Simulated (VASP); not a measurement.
**CdS: relaxation of cell and atoms with BLYP**

The system is CdS.

```
CELL_PARAMETERS angstrom
0.00000 2.75324 2.75324
2.75324 0.00000 2.75324
2.75324 2.75324 0.00000
ATOMIC_POSITIONS crystal
Cd 0.00000 0.00000 0.00000
S 0.50000 0.50000 0.50000
```

```yaml
Program: VASP 6.6.1
Task: relaxation of cell and atoms
Functional: BLYP
Potentials_or_basis: VASP PAW PBE potentials, release 64 (Cd_sv_GW, S)
Cutoff: 540 eV
k_mesh: 8 × 8 × 8
Occupations: fermi-dirac, width 0.05 eV
Spin: no spin polarisation
Dipole_correction: no
Second_run: valence_matched
Further_INCAR_settings: ALGO = Normal; EDIFF = 1e-07; IBRION = 2; EDIFFG = -0.01; NSW = 60; ISIF = 3
```

```
Relaxed volume                         : 21.70 Å³/atom
Relaxed cell                           : a = 3.945 Å, b = 3.945 Å, c = 3.945 Å, α = 60.00°, β = 60.00°, γ = 60.00°
Space group after relaxing (to 0.05 Å) : Fm-3m (No. 225)
Energy gained by relaxing              : 7.4 meV/atom
Ionic steps                            : 3
Pressure after relaxing                : 0.0 GPa
```

Step by step:
| step | energy change (eV) | largest force (eV/Å) | pressure (GPa) | volume (Å³) |
| --- | --- | --- | --- | --- |
| 1 | 0.0000 | 0.0000 | 2.96 | 41.74 |
| 2 | -0.0123 | 0.0000 | -1.10 | 44.11 |
| 3 | -0.0148 | 0.0000 | -0.01 | 43.40 |

Final structure:
```yaml
crystal:
  lattice:
    - [0.00000, 2.78920, 2.78920]
    - [2.78920, 0.00000, 2.78920]
    - [2.78920, 2.78920, 0.00000]
  atoms:
    - { symbol: Cd, position: [0.00000, 0.00000, 0.00000] }
    - { symbol: S, position: [0.50000, 0.50000, 0.50000] }
```

Levels at points of the mesh, in eV from the Fermi level:
```tsv
k point	band 10	band 11	band 12	band 13	band 14	band 15	band 16	band 17
(0.00, 0.00, 0.00)	-7.77	-0.80	-0.80	-0.80	0.50	9.26	9.26	9.26
(0.50, 0.00, 0.00)	-7.60	-4.70	-0.16	-0.16	3.59	5.83	5.83	6.02
(0.50, 0.50, 0.00)	-6.96	-3.91	-2.04	-2.04	0.01	6.29	9.39	10.62
```

Run time: 61 s on 1 thread of Intel(R) Xeon(R) 6975P-C (Granite Rapids), on a shared host, peak memory 0.19 GiB.

Caveat: the PAW data sets were made with another functional, which shifts forces and pressure a little.
